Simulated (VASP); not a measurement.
# LiSi3N2 (P4/mmm) in VASP: further runs

LiSi3N2 is run at these levels: PBE; tasks: single point, relaxation of cell and atoms.

All numbers are computed with VASP 6.6.1; they aren't measurements. Logs are shortened: lines on timing, memory, paths and dates and some standing lists are left out, and cuts for length are marked.

### Step 1. The cell of the first run

The structure is tetragonal, space group P4/mmm (No. 123). The conventional cell has a = 2.668 Å, b = 2.668 Å, c = 9.568 Å, α = 90.00°, β = 90.00°, γ = 90.00°. Within 2.7 Å of Li (site symmetry 4/mmm) lie 2 N at 2.00 Å and 4 Li at 2.67 Å. Si (site symmetry 4mm) has 4 N at 1.93 Å and 5 Si at 2.40 to 2.67 Å within 2.7 Å. Si (site symmetry 4/mmm) has 6 Si at 2.40 to 2.67 Å within 3.2 Å. Within 2.7 Å of N (site symmetry 4mm) lie 4 Si at 1.93 Å and 1 Li at 2.00 Å and 4 N at 2.67 Å.

The cell was generated, and may not be a known phase.

### Step 2. Single point, PBE

Input file INCAR:

```
SYSTEM = LiSi3N2
PREC = Accurate
ENCUT = 520
EDIFF = 1E-6
ISMEAR = 0
SIGMA = 0.1
LREAL = .FALSE.
LASPH = .TRUE.
NELM = 80
ALGO = Normal
ISIF = 2
LWAVE = .FALSE.
LCHARG = .FALSE.
GGA = PE
NBANDS = 22
```

Input file KPOINTS:

```
Automatic mesh
0
G
  6 6 2
  0 0 0
```

Input file POSCAR:

```
LiSi3N2
1.0
    2.6679279414      0.0000000000      0.0000000000
    0.0000000000      2.6679279414      0.0000000000
    0.0000000000      0.0000000000      9.5679379060
Li Si N
1 3 2
Direct
    0.0000000000      0.0000000000      0.0000000000
    0.5000000000      0.5000000000      0.2493607698
    0.5000000000      0.5000000000      0.5000000000
    0.5000000000      0.5000000000      0.7506392302
    0.0000000000      0.0000000000      0.2092902986
    0.0000000000      0.0000000000      0.7907097014
```

Potentials or basis: VASP PAW PBE potentials, release 64 (Li_sv, Si, N).

Command:

```
$ cat potpaw_PBE.64/Li_sv/POTCAR potpaw_PBE.64/Si/POTCAR potpaw_PBE.64/N/POTCAR > POTCAR
$ mpirun -np 1 vasp_std > vasp.out
```

OUTCAR:

```text
SYSTEM = LiSi3N2
   PREC = Accurate
   ENCUT = 520
   EDIFF = 1E-6
   ISMEAR = 0
   LREAL = .FALSE.
   LASPH = .TRUE.
   NELM = 80
   ISIF = 2
   GGA = PE

 ion  position               nearest neighbor table
   1  0.000  0.000  0.000-   5 2.00   6 2.00
   2  0.500  0.500  0.249-   5 1.93   5 1.93   5 1.93   5 1.93   3 2.40
   3  0.500  0.500  0.500-   2 2.40   4 2.40
   4  0.500  0.500  0.751-   6 1.93   6 1.93   6 1.93   6 1.93   3 2.40
   5  0.000  0.000  0.209-   2 1.93   2 1.93   2 1.93   2 1.93   1 2.00
   6  0.000  0.000  0.791-   4 1.93   4 1.93   4 1.93   4 1.93   1 2.00

  LATTYP: Found a simple tetragonal cell.
 ALAT       =     2.6679279414
 C/A-ratio  =     3.5862804829

  Lattice vectors:

 A1 = (   2.6679279414,   0.0000000000,   0.0000000000)
 A2 = (   0.0000000000,   2.6679279414,   0.0000000000)
 A3 = (   0.0000000000,   0.0000000000,   9.5679379060)

Analysis of symmetry for initial positions (statically):
=====================================================================
 Subroutine PRICEL returns:
 Original cell was already a primitive cell.

 Routine SETGRP: Setting up the symmetry group for a
 simple tetragonal supercell.

 Subroutine GETGRP returns: Found 16 space group operations
 (whereof 16 operations were pure point group operations)
 out of a pool of 16 trial point group operations.

The static configuration has the point symmetry D_4h.

Analysis of symmetry for dynamics (positions and initial velocities):
=====================================================================
 Subroutine PRICEL returns:
 Original cell was already a primitive cell.

 Routine SETGRP: Setting up the symmetry group for a
 simple tetragonal supercell.

 Subroutine GETGRP returns: Found 16 space group operations
 (whereof 16 operations were pure point group operations)
 out of a pool of 16 trial point group operations.

The dynamic configuration has the point symmetry D_4h.

 Subroutine INISYM returns: Found 16 space group operations
 (whereof 16 operations are pure point group operations),
 and found     1 'primitive' translations

----------------------------------------------------------------------------------------

                                     Primitive cell

  volume of cell :      68.1030

  direct lattice vectors                    reciprocal lattice vectors
     2.667927941  0.000000000  0.000000000     0.374822717  0.000000000  0.000000000
     0.000000000  2.667927941  0.000000000     0.000000000  0.374822717  0.000000000
     0.000000000  0.000000000  9.567937906     0.000000000  0.000000000  0.104515728

  length of vectors
     2.667927941  2.667927941  9.567937906     0.374822717  0.374822717  0.104515728

  position of ions in fractional coordinates (direct lattice)
     0.000000000  0.000000000  0.000000000
     0.500000000  0.500000000  0.249360770
     0.500000000  0.500000000  0.500000000
     0.500000000  0.500000000  0.750639230
     0.000000000  0.000000000  0.209290299
     0.000000000  0.000000000  0.790709701

  ion indices of the primitive-cell ions
   primitive index   ion index
                 1           1
                 2           2
                 3           3
                 4           4
                 5           5
                 6           6

----------------------------------------------------------------------------------------

 KPOINTS: Automatic mesh

Automatic generation of k-mesh.
 Grid dimensions read from file:
 generate k-points for:    6    6    2

 Generating k-lattice:

  Cartesian coordinates                     Fractional coordinates (reciprocal lattice)
     0.062470453  0.000000000  0.000000000     0.166666667  0.000000000  0.000000000
     0.000000000  0.062470453  0.000000000     0.000000000  0.166666667  0.000000000
     0.000000000  0.000000000  0.052257864     0.000000000  0.000000000  0.500000000

  Length of vectors
     0.062470453  0.062470453  0.052257864

  Shift w.r.t. Gamma in fractional coordinates (k-lattice)
     0.000000000  0.000000000  0.000000000

 Subroutine IBZKPT returns following result:
 ===========================================

 Found     20 irreducible k-points:

 Following reciprocal coordinates:
            Coordinates               Weight
  0.000000  0.000000  0.000000      1.000000
  0.166667  0.000000  0.000000      4.000000
  0.333333  0.000000  0.000000      4.000000
  0.500000  0.000000  0.000000      2.000000
  0.166667  0.166667  0.000000      4.000000
  0.333333  0.166667  0.000000      8.000000
[... 12 lines left out ...]
  0.500000  0.333333  0.500000      4.000000
  0.500000  0.500000  0.500000      1.000000
   k-points           NKPTS =     20   k-points in BZ     NKDIM =     20   number of bands    NBANDS=     22
   number of dos      NEDOS =    301   number of ions     NIONS =      6
   total plane-waves  NPLWV =  28800
   dimension x,y,z NGX =    20 NGY =   20 NGZ =   72
   dimension x,y,z NGXF=    40 NGYF=   40 NGZF=  144
   ions per type =               1   3   2
   NGX,Y,Z   is equivalent  to a cutoff of  12.46, 12.46, 12.51 a.u.
   NGXF,Y,Z  is equivalent  to a cutoff of  24.93, 24.93, 25.02 a.u.
 SYSTEM =  LiSi3N2
   PREC   = accura    normal or accurate (medium, high low for compatibility)
   ISTART =      0    job   : 0-new  1-cont  2-samecut
   ICHARG =      2    charge: 1-file 2-atom 10-const
   ISPIN  =      1    spin polarized calculation?
   LNONCOLLINEAR =      F non collinear calculations
   LSORBIT =      F    spin-orbit coupling
   LASPH  =      T    aspherical Exc in radial PAW
   ENCUT  =  520.0 eV  38.22 Ry    6.18 a.u.   4.96  4.96 17.79*2*pi/ulx,y,z
   NELM   =     80;   NELMIN=  2; NELMDL= -5     # of ELM steps
   EDIFF  = 0.1E-05   stopping-criterion for ELM
   LREAL  =      F    real-space projection
   EDIFFG = 0.1E-04   stopping-criterion for IOM
   NSW    =      0    number of steps for IOM
   IBRION =     -1    ionic relax: 0-MD 1-quasi-New 2-CG
   NFREE  =      0    steps in history (QN), initial steepest desc. (CG)
   ISIF   =      2    stress and relaxation
   ISYM   =      2    0-nonsym 1-usesym 2-fastsym
   POTIM  = 0.5000    time-step for ionic-motion
   TEBEG  =    0.0;   TEEND  =   0.0 temperature during run
   PSTRESS=    0.0 pullay stress
   NELECT =      25.0000    total number of electrons
   NUPDOWN=      -1.0000    fix difference up-down
   EMIN   =  10.00;   EMAX   =-10.00  energy-range for DOS
   EFERMI =   0.00;   METHOD = LEGACY
   ISMEAR =     0;   SIGMA  =   0.10  broadening in eV -4-tet -1-fermi 0-gaus
   EFERMI_NEDOS =   21; number of points for ismear=-14 and -15
   IALGO  =     38    algorithm
   IMIX   =      4    mixing-type and parameters
     AMIX     =   0.40;   BMIX     =  1.00
     AMIX_MAG =   1.60;   BMIX_MAG =  1.00
  volume/ion in A,a.u.               =      11.35        76.60
  Fermi-wavevector in a.u.,A,eV,Ry     =   1.172194  2.215125 18.694918  1.374038
  Thomas-Fermi vector in A             =   2.308626
   LORBIT       =      0    0 simple, 1 ext, 2 COOP (PROOUT), +10 PAW based schemes
   GGA     = PE    functional components
   LHFCALC =     F    Hartree Fock is set to
   AEXX    =    0.0000 exact exchange contribution
   IVDW    =     0    specifies the selected vdW correction
   LEPSILON=     F    determine dielectric tensor
   LRPA    =     F    only Hartree local field effects (RPA)
 non-spin polarized calculation
 Gauss-broadening in eV      SIGMA  =   0.10
  energy-cutoff  :      520.00
  volume of cell :       68.10
 maximum number of plane-waves:      1856
 NGX is ok and might be reduce to    20
   NGX =  9   NGY =  9   NGZ = 35

 number of electron      24.9999987 magnetization

 Free energy of the ion-electron system (eV)
  ---------------------------------------------------
  ext. energy  EPLUGINS =         0.00000000
  ---------------------------------------------------
  free energy    TOTEN  =       -35.40701628 eV

  energy without entropy =      -35.39985782  energy(sigma->0) =      -35.40343705

 E-fermi :   8.6726     XC(G=0): -10.7898

 val. band max:        8.6095417450   @ k =   0.5000   0.1667   0.5000
 cond. band min:       8.7067572099   @ k =   0.3333   0.3333   0.0000
 fundamental gap:      0.0972154649
 Fermi energy:         8.6726408323

 k-point     1 :       0.0000    0.0000    0.0000
  band No.  band energies     occupation
      1     -38.0306      2.00000
      2     -10.9761      2.00000
      3     -10.9630      2.00000
      4      -3.0605      2.00000
      5      -0.1776      2.00000
      6       1.8810      2.00000
[... 14 lines left out ...]
     21      16.9060      0.00000
     22      18.6293      0.00000

 k-point     2 :       0.1667    0.0000    0.0000
  band No.  band energies     occupation
      1     -38.0237      2.00000
      2     -10.5511      2.00000
      3     -10.5407      2.00000
      4      -2.5689      2.00000
      5       0.1636      2.00000
      6       1.6884      2.00000
[... 14 lines left out ...]
     21      18.1101      0.00000
     22      18.1274      0.00000

 k-point     3 :       0.3333    0.0000    0.0000
  band No.  band energies     occupation
      1     -38.0097      2.00000
      2      -9.4180      2.00000
      3      -9.4165      2.00000
      4      -2.1693      2.00000
      5      -1.8048      2.00000
      6      -0.5201      2.00000
[... 14 lines left out ...]
     21      16.9532      0.00000
     22      17.1301      0.00000
[... 376 lines left out ...]
 k-point    19 :       0.5000    0.3333    0.5000
  band No.  band energies     occupation
      1     -37.9833      2.00000
      2      -7.2789      2.00000
      3      -7.2454      2.00000
      4      -1.8820      2.00000
      5      -1.8683      2.00000
      6       0.4736      2.00000
[... 14 lines left out ...]
     21      13.8861      0.00000
     22      15.6432      0.00000

 k-point    20 :       0.5000    0.5000    0.5000
  band No.  band energies     occupation
      1     -37.9767      2.00000
      2      -6.6239      2.00000
      3      -6.5856      2.00000
      4      -0.9239      2.00000
      5      -0.9239      2.00000
      6      -0.9013      2.00000
[... 14 lines left out ...]
     21      14.3065      0.00000
     22      14.6747      0.00000

------------------------ aborting loop because EDIFF is reached ----------------------------------------

  FORCE on cell =-STRESS in cart. coord.  units (eV):
  Direction    XX          YY          ZZ          XY          YZ          ZX
  --------------------------------------------------------------------------------------
  -------------------------------------------------------------------------------------
  Total       -0.1145105     -0.1145105     -0.1319546      0.0000000      0.0000000      0.0000000
  in kB       -2.6939495     -2.6939495     -3.1043346      0.0000000      0.0000000      0.0000000
  external PRESSURE =      -2.8307445 kB  Pullay stress =       0.0000000 kB

 VOLUME and BASIS-vectors are now :
 -----------------------------------------------------------------------------
  energy-cutoff  :      520.00
  volume of cell :       68.10
      direct lattice vectors                 reciprocal lattice vectors
     2.667927941  0.000000000  0.000000000     0.374822717  0.000000000  0.000000000
     0.000000000  2.667927941  0.000000000     0.000000000  0.374822717  0.000000000
     0.000000000  0.000000000  9.567937906     0.000000000  0.000000000  0.104515728

 POSITION                                       TOTAL-FORCE (eV/Angst)
 -----------------------------------------------------------------------------------
      0.00000      0.00000      0.00000         0.000000      0.000000      0.000000
      1.33396      1.33396      2.38587        -0.000000      0.000000      0.010851
      1.33396      1.33396      4.78397         0.000000      0.000000      0.000000
      1.33396      1.33396      7.18207         0.000000      0.000000     -0.010851
      0.00000      0.00000      2.00248         0.000000     -0.000000      0.000940
      0.00000      0.00000      7.56546        -0.000000     -0.000000     -0.000940
 -----------------------------------------------------------------------------------
    total drift:                               -0.000000      0.000000     -0.000000

  FREE ENERGIE OF THE ION-ELECTRON SYSTEM (eV)
  ---------------------------------------------------
  free  energy   TOTEN  =       -35.4070162753 eV

  energy  without entropy=      -35.3998578250  energy(sigma->0) =      -35.40343705
```

Run time: 19 s. Hardware: 1 thread of Intel Xeon 6975P-C (Granite Rapids), shared host; peak memory 0.17 GiB.

What came out:

```
Free energy            : -35.4070 eV
Largest force          : 0.011 eV/Å
Band gap on the k mesh : zero (an odd number of electrons rules out a gap without spin polarisation)
```

Forces in eV/Å, atoms in the order of the input:
```
Li   0.000  0.000  0.000
Si   0.000  0.000  0.011
Si   0.000  0.000  0.000
Si   0.000  0.000 -0.011
N    0.000  0.000  0.001
N    0.000  0.000 -0.001
```

Levels at points of the mesh, in eV from the Fermi level:
```csv
k point,band 9,band 10,band 11,band 12,band 13,band 14,band 15,band 16
"(0.00, 0.00, 0.00)",-4.47,-4.47,-3.37,-1.35,1.56,2.45,4.19,4.78
"(0.50, 0.00, 0.00)",-4.00,-3.46,-3.43,-3.42,-1.11,2.70,2.71,3.80
"(0.50, 0.50, 0.00)",-4.45,-3.45,-3.28,-2.05,-2.05,-1.81,0.17,2.99
"(0.00, 0.00, 0.50)",-4.47,-4.47,-3.98,-0.40,0.69,3.28,3.55,4.83
"(0.50, 0.00, 0.50)",-4.28,-3.51,-3.43,-3.42,0.04,0.90,2.58,4.76
"(0.50, 0.50, 0.50)",-4.53,-3.51,-3.22,-2.02,-2.02,-1.52,-0.23,2.26
```

Caveat: the k points lie up to 0.39 Å⁻¹ apart, too coarse for converged energies and pressures of a metal; the cutoff is under 1.25 times the usual one of these potentials, so pressure, stress and relaxed cells hold a basis-set (Pulay) error.

(Part 1 of 2 ends here.)

The gap in the log of VASP goes by the Fermi energy; the results here count the filled bands.